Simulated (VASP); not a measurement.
Input of a VASP 6.6.1 run:

POSCAR

```
SiO2
1.0
    0.0000000000      2.3094525001      2.3094525001
    2.3094525001      0.0000000000      2.3094525001
    2.3094525001      2.3094525001      0.0000000000
Si O
1 2
Direct
    0.0000000000      0.0000000000      0.0000000000
    0.2500000000      0.2500000000      0.2500000000
    0.7500000000      0.7500000000      0.7500000000
```

INCAR.step1

```
PREC = Accurate
ENCUT = 520
EDIFF = 1E-5
ISMEAR = 0
SIGMA = 0.01
LREAL = False
LASPH = True
NELM = 80
ALGO = Normal
ISIF = 2
LWAVE = True
GGA = PE
NBANDS = 15
```

Contents of INCAR.step2:

```
PREC = Accurate
ENCUT = 520
EDIFF = 1E-6
ISMEAR = 0
SIGMA = 0.01
LREAL = False
LASPH = True
NELM = 80
ALGO = Normal
ISIF = 2
LWAVE = False
LCHARG = True
GGA = PE
LHFCALC = True
HFSCREEN = 0.2079
PRECFOCK = Normal
LELF = True
LVHAR = True
ISTART = 1
NBANDS = 15
```

KPOINTS

```
Automatic mesh
0
Gamma
  6 6 6
```

Potentials or basis: VASP PAW PBE potentials, release 64 (Si, O).

Command:

```console
$ cat potpaw_PBE.64/Si/POTCAR potpaw_PBE.64/O/POTCAR > POTCAR
$ cp INCAR.step1 INCAR
$ mpirun -np 1 vasp_std > vasp.out
$ cp INCAR.step2 INCAR
$ mpirun -np 1 vasp_std > vasp.out
```

**Question.** What does it give for the band gap on the k mesh?

**Answer.** 2.87 eV (least direct gap 3.45 eV).

**Question.** Estimate the pressure.

**Answer.** -19.8 GPa.

Caveat: the cell differs from its parent crystal (strain +2.0%); the cell stands under tension; the structure was generated, so it needn't be the stable form of SiO2; the PAW data sets were made with another functional, which shifts forces and pressure a little. A k mesh can miss the band edges.
